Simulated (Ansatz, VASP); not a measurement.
## BP in VASP and in Ansatz

```xyz
2
Lattice="0.0000 2.2683 2.2683 2.2683 0.0000 2.2683 2.2683 2.2683 0.0000" Properties=species:S:1:pos:R:3 pbc="T T T"
B     0.0000    0.0000    0.0000
P     1.1342    1.1342    1.1342
```

Alike in both runs: task single point; functional PBE; k mesh 6 × 6 × 6; occupations gaussian, width 0.001 eV; no spin polarisation.

```csv
,VASP,Ansatz
version,VASP 6.6.1,Ansatz 0.2.0
potentials or method,"VASP PAW PBE potentials, release 64 (B, P)",plane waves
plane-wave cutoff (eV),520,420
valence electrons in the cell,8,8
```

```tsv
	VASP	Ansatz	Ansatz less VASP
gap on the k mesh at the Fermi level (eV)	1.33	1.33	+0.004
pressure (GPa)	1.2	1.4	+0.23
```

With one functional, cell and mesh, what is left measures potentials, basis and numerics.
